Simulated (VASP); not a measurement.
**As: single point with PBE**

The system is As.

```
CELL_PARAMETERS angstrom
2.45188 0.00000 0.00000
-1.22594 2.12339 0.00000
0.00000 0.00000 3.80879
ATOMIC_POSITIONS crystal
As 0.33333 0.66667 0.25000
As 0.66667 0.33333 0.75000
```

```json
{"Program": "VASP 6.6.1", "Task": "single point", "Functional": "PBE", "Potentials or basis": "VASP PAW PBE potentials, release 64 (As_d)", "Cutoff": "600 eV", "k mesh": "18 × 18 × 10", "Occupations": "fermi-dirac, width 0.08 eV", "Spin": "no spin polarisation"}
```

| Quantity | Value |
| --- | --- |
| Pressure | 221.6 GPa |
| Band gap on the k mesh | zero (band 15 reaches 22.28 eV, above the bottom of band 16 at 4.85 eV) |

Stress tensor (GPa, compression positive):
```
221.76   0.00   0.00
  0.00 221.76   0.00
  0.00   0.00 221.35
```

Levels at points of the mesh, in eV from the Fermi level:
| k point | band 11 | band 12 | band 13 | band 14 | band 15 | band 16 | band 17 | band 18 | band 19 | band 20 |
| --- | --- | --- | --- | --- | --- | --- | --- | --- | --- | --- |
| (0.00, 0.00, 0.00) | -23.45 | -12.85 | -12.57 | 7.15 | 7.15 | 10.24 | 10.24 | 13.43 | 13.52 | 15.03 |
| (0.50, 0.00, 0.00) | -15.29 | -14.34 | -5.52 | -4.85 | -4.22 | -2.37 | -0.10 | 4.89 | 8.86 | 12.57 |
| (0.00, 0.00, 0.50) | -20.78 | -20.78 | 0.33 | 0.33 | 9.38 | 9.38 | 9.38 | 9.38 | 14.26 | 14.26 |
| (0.50, 0.00, 0.50) | -12.76 | -12.76 | -11.54 | -11.54 | 2.73 | 2.73 | 5.62 | 5.62 | 7.90 | 7.90 |

Wall time 64 s on 1 thread of Intel(R) Xeon(R) Platinum 8259CL CPU @ 2.50GHz (Skylake/Cascade Lake) (shared host), peak memory 0.21 GiB.
